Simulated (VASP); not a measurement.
Input of a VASP 6.6.1 run:

Contents of INCAR:

```
ALGO     = Normal         # electronic algorithm
EDIFF    = 1E-8           # SCF threshold, eV
ENCUT    = 550            # plane-wave cutoff, eV
GGA_COMPAT= F            
IBRION   = 6              # ionic algorithm
ISIF     = 2              # what is computed and relaxed
ISMEAR   = 0              # smearing method
LASPH    = T              # aspherical terms in the spheres
LCHARG   = F              # write CHGCAR
LMIXTAU  = T            
LREAL    = F              # projectors in reciprocal space
LWAVE    = F              # write WAVECAR
METAGGA  = R2SCAN         # meta-GGA
NBANDS   = 16             # bands
NELM     = 120            # most SCF steps
NFREE    = 2            
NSW      = 1              # ionic steps
POTIM    = 0.015          # step
PREC     = Accurate       # precision mode
SIGMA    = 0.01           # smearing width, eV
```

Contents of KPOINTS:

```
k-points
0
Gamma
  6 6 6
```

Contents of POSCAR:

```
AgI
1.0
    3.3843078620      3.3843078620      0.0000000000
   -3.3843078620      3.3843078620      0.0000000000
    0.0000000000      3.3843078620      3.3843078620
Ag I
1 1
Direct
    0.0000000000      0.0000000000      0.0000000000
    0.7500000000      0.2500000000      0.5000000000
```

Potentials or basis: VASP PAW PBE potentials, release 64 (Ag, I).

The run is started by

```console
$ cat potpaw_PBE.64/Ag/POTCAR potpaw_PBE.64/I/POTCAR > POTCAR
$ mpirun -np 1 vasp_std > vasp.out
```

**Question.** Predict the highest phonon frequency at Γ, LO-TO splitting left out.

**Answer.** 72 cm⁻¹.

Phonon frequencies in cm⁻¹ (negative: imaginary):
```
              q point     frequencies
(0.000, 0.000, 0.000)  0 0 0 72 72 72
```

Caveat: the cell stands under pressure or tension, which shifts response properties.
